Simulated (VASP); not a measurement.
Set up this calculation in VASP 6.6.1, as the native input.

```yaml
Task: relaxation of cell and atoms
Functional: PBEsol
Potentials_or_basis: VASP PAW PBE potentials, release 64 (La)
Cutoff: 300 eV
k_mesh: 12 × 12 × 4
Occupations: gaussian, width 0.1 eV
Spin: no spin polarisation
Further_INCAR_settings: ALGO = Fast; EDIFF = 1e-07; IBRION = 2; EDIFFG = -0.005; NSW = 90; ISIF = 3
```

The structure of La lies in POSCAR:

```
La
1.0
    3.7963115000      0.0000000000      0.0000000000
   -1.8981557500      3.2877022000      0.0000000000
    0.0000000000      0.0000000000     12.0412575300
La
4
Direct
    0.0000000000      0.0000000000      0.0000000000
    0.0000000000      0.0000000000      0.5000000000
    0.3333333300      0.6666666700      0.2500000000
    0.6666666700      0.3333333300      0.7500000000
```

One way to write it, as run:

INCAR

```
SYSTEM = La
PREC     = Accurate       ! precision mode
ENCUT    = 300            ! plane-wave cutoff, eV
EDIFF    = 1E-7           ! SCF threshold, eV
ISMEAR   = 0              ! smearing method
SIGMA    = 0.1            ! smearing width, eV
LREAL    = .FALSE.        ! projectors in reciprocal space
LASPH    = .TRUE.         ! aspherical terms in the spheres
NELM     = 60             ! most SCF steps
ALGO     = Fast           ! electronic algorithm
ISIF     = 3              ! what is computed and relaxed
LWAVE    = .FALSE.        ! write WAVECAR
LCHARG   = .FALSE.        ! write CHGCAR
GGA      = PS             ! functional
IBRION   = 2              ! ionic algorithm
NSW      = 90             ! ionic steps
EDIFFG   = -0.005         ! ionic threshold
```

KPOINTS

```
regular mesh
0
G
  12 12 4
  0 0 0
```

Potentials or basis: VASP PAW PBE potentials, release 64 (La).

Launch:

```sh
$ cat potpaw_PBE.64/La/POTCAR > POTCAR
$ mpirun -np 1 vasp_std > vasp.out
```

It gave:

```
Relaxed volume                        : 34.01 Å³/atom
Relaxed cell                          : a = 3.656 Å, b = 3.656 Å, c = 11.751 Å, α = 90.00°, β = 90.00°, γ = 120.00°
Space group after relaxing (to 0.1 Å) : P6_3/mmc (No. 194)
Energy gained by relaxing             : 29.6 meV/atom
Ionic steps                           : 10
Pressure after relaxing               : 0.0 GPa
Band gap on the k mesh                : zero (bands 22 and 23 overlap by 1.27 eV)
```

Caveat: the PAW data sets were made with another functional, which shifts forces and pressure a little; spin-orbit coupling is left out, which moves the levels of the heavy elements.

Run time: 27 min on 1 thread of Intel(R) Xeon(R) Platinum 8375C CPU @ 2.90GHz (Ice Lake) (shared host), peak memory 0.26 GiB.
